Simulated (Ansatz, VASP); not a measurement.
## SiC2 in VASP and in Ansatz

```
Si C
1.0
     1.46191    0.84404    3.62572
    -1.46191    0.84404    3.62572
     0.00000   -1.68807    3.62572
Si C
1 2
Direct
  0.00000 0.00000 0.00000
  0.43799 0.43799 0.43799
  0.56201 0.56201 0.56201
```

Alike in both runs: functional PBE; k mesh 18 × 18 × 18; occupations gaussian, width 0.1 eV; no spin polarisation.

Ansatz relaxed the structure, and its values are those at the end. VASP's run is a single point on that final structure, the one shown.

|  | VASP | Ansatz |
| --- | --- | --- |
| version | VASP 6.6.1 | Ansatz 0.2.0 |
| potentials or method | VASP PAW PBE potentials, release 64 (Si, C), cutoff 520 eV | scalar-relativistic, plane waves, PAW |
| valence electrons in the cell | 12 | 12 |

|  | VASP | Ansatz | Ansatz less VASP |
| --- | --- | --- | --- |
| gap on the k mesh at the Fermi level (eV) | none | none | - |
| pressure (GPa) | 0.2 | 0.0 | -0.16 |
| rms of the force components (eV/Å) | 0.028 | 0.000 | -0.0285 |

A gap of «none» marks a metal or a gap that the smearing closes.
